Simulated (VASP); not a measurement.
Here is a VASP 6.6.1 calculation.

The input INCAR:

```
  PREC = Accurate
  ENCUT = 520
  EDIFF = 1E-6
  ISMEAR = -1
  SIGMA = 0.02
  LREAL = F
  LASPH = T
  NELM = 100
  ALGO = Normal
  ISIF = 2
  LWAVE = F
  LCHARG = T
  GGA = PE
  LELF = T
  LVHAR = T
  NELECT = 98.0
  NBANDS = 62
```

Contents of KPOINTS:

```
Automatic mesh
0
Gamma
  2 2 2
```

Contents of POSCAR:

```
Sr4LiCl8
1.0
    6.9650000000      0.0000000000      0.0000000000
    0.0000000000      6.9650000000      0.0000000000
    0.0000000000      0.0000000000      6.9650000000
Sr Cl Li
4 8 1
Direct
   -0.0071810481     -0.0024831299      0.0000638909
    0.4929544867      0.4975882268      0.0000508256
    0.4929450108     -0.0024832735      0.5001203159
   -0.0077455851      0.4982934673      0.5008614501
    0.2346854271      0.2556170854      0.2581982771
    0.7217648241      0.7687418521      0.7712333094
    0.7501115578      0.7402472362      0.2561933955
    0.2661790380      0.2243732950      0.7738074659
    0.7502386217      0.2537208902      0.7426924623
    0.2660552764      0.7711836324      0.2269773151
    0.2368557071      0.7404189519      0.7429840632
    0.7190271357      0.2242091888      0.2266920316
    0.4923870782      0.9977852118      0.0004508256
```

Potentials or basis: VASP PAW PBE potentials, release 64 (Sr_sv, Cl, Li_sv).

Launch:

```bash
$ cat potpaw_PBE.64/Sr_sv/POTCAR potpaw_PBE.64/Cl/POTCAR potpaw_PBE.64/Li_sv/POTCAR > POTCAR
$ mpirun -np 1 vasp_std > vasp.out
```

Question: Estimate the largest force.

Answer: 0.118 eV/Å.

Forces on the atoms (eV/Å):
```
Sr  -0.003 -0.001 -0.002
Sr   0.002  0.004 -0.002
Sr   0.002 -0.001  0.004
Sr   0.000  0.002  0.000
Cl  -0.062  0.062  0.062
Cl  -0.068  0.068  0.068
Cl   0.066 -0.066  0.066
Cl   0.066 -0.067  0.065
Cl   0.065  0.065 -0.065
Cl   0.067  0.065 -0.067
Cl  -0.066 -0.066 -0.066
Cl  -0.064 -0.067 -0.066
Li  -0.003  0.004  0.003
```

Caveat: the k points lie up to 0.45 Å⁻¹ apart; the cell carries a net charge on a neutralising background, which shifts energy and pressure.
